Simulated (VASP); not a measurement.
Set up this calculation in VASP 6.6.1, as the native input.

```yaml
Task: single point
Functional: PBE
Potentials_or_basis: VASP PAW PBE potentials, release 64 (Al)
Cutoff: 520 eV
k_mesh: 6 × 6 × 4
Occupations: gaussian, width 0.1 eV
Spin: no spin polarisation
Dipole_correction: no
Further_INCAR_settings: ALGO = Fast; EDIFF = 1e-06; NBANDS = 18
```

The structure of Al lies in POSCAR:

```
Al
1.0
    4.5900154700      0.0000000000      0.0000000000
   -2.2950077400      3.9750700000      0.0000000000
    0.0000000000      0.0000000000      6.7485141200
Al
6
Direct
    0.1641140600      0.6627825600      0.3404836700
    0.3372174400      0.5013315000      0.0071503400
    0.4986685000      0.8358859400      0.6738170100
    0.5743802200      0.2454604700      0.2345866100
    0.7545395300      0.3289197600      0.9012532800
    0.6710802400      0.4256197800      0.5679199500
```

The cell was built from a structure type or drawn by symmetry, and may not be a known phase.

These files were run (other wordings do the same):

INCAR

```
SYSTEM = Al
ALGO = Fast
EDIFF = 1E-6
ENCUT = 520
GGA = PE
ISIF = 2
ISMEAR = 0
LASPH = .True.
LCHARG = .True.
LELF = .True.
LREAL = .False.
LVHAR = .True.
LWAVE = .False.
NBANDS = 18
NELM = 80
PREC = Accurate
SIGMA = 0.1
```

KPOINTS

```
k-points
0
Gamma
  6 6 4
  0 0 0
```

Potentials or basis: VASP PAW PBE potentials, release 64 (Al).

Command:

```bash
$ cat potpaw_PBE.64/Al/POTCAR > POTCAR
$ mpirun -np 1 vasp_std > vasp.out
```

Results of the run:

| Property | Result |
| --- | --- |
| Pressure | 12.0 GPa |
| Largest force | 1.160 eV/Å |
| Band gap on the k mesh | zero (bands 9 and 10 overlap by 0.89 eV) |

Caveat: the cell stands under pressure; forces of over 1 eV/Å act on the atoms, so gaps and moduli don't describe the material at rest.

It took 2.1 min on 1 thread of Intel Xeon 8259CL, with other jobs on the host, peak memory 0.24 GiB.
